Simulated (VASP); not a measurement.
Wanted: the native input for a VASP 6.6.1 run.

- Task: relaxation of cell and atoms
- Functional: RPBE
- Potentials or basis: VASP PAW PBE potentials, release 64 (Cs_sv)
- Cutoff: 600 eV
- k mesh: 7 × 7 × 7
- Occupations: fermi-dirac, width 0.1 eV
- Spin: no spin polarisation
- Dipole correction: no
- Further INCAR settings: ALGO = Normal; EDIFF = 1e-06; IBRION = 2; EDIFFG = -0.01; NSW = 80; ISIF = 3

The structure of Cs lies in POSCAR:

```
Cs
1.0
    4.9225963477      0.0000000000      0.0000000000
    0.0000000000      4.9225963477      0.0000000000
    0.0000000000      0.0000000000      4.9225963477
Cs
1
Direct
    0.0000000000      0.0000000000      0.0000000000
```

This isn't the form of Cs at room conditions, which is bcc.

One way to write it, as run:

INCAR

```
PREC = Accurate
ENCUT = 600
EDIFF = 1E-6
ISMEAR = -1
SIGMA = 0.1
LREAL = F
LASPH = T
NELM = 80
ALGO = Normal
ISIF = 3
LWAVE = F
LCHARG = F
GGA = RP
IBRION = 2
NSW = 80
EDIFFG = -0.01
```

KPOINTS

```
Automatic mesh
0
Gamma
  7 7 7
```

Potentials or basis: VASP PAW PBE potentials, release 64 (Cs_sv).

Launch:

```console
$ cat potpaw_PBE.64/Cs_sv/POTCAR > POTCAR
$ mpirun -np 1 vasp_std > vasp.out
```

Results of the run:

The relaxed volume is 143.85 Å³/atom, the relaxed cell is a = 5.240 Å, b = 5.240 Å, c = 5.240 Å, α = 90.00°, β = 90.00°, γ = 90.00° and the space group after relaxing (to 0.1 Å) is Pm-3m (No. 221). The energy gained by relaxing is 21.5 meV/atom, the ionic steps are 5 and the pressure after relaxing is 0.0 GPa. The band gap on the k mesh is zero (an odd number of electrons rules out a gap without spin polarisation).

Caveat: the volume moved by over 15 % at a fixed basis, so the end points are rough; the PAW data sets were made with another functional, which shifts forces and pressure a little; spin-orbit coupling is left out, which moves the levels of the heavy elements.

It took 58 s on 1 thread of Intel(R) Xeon(R) Platinum 8488C (Sapphire Rapids), on a shared host, peak memory 0.24 GiB.
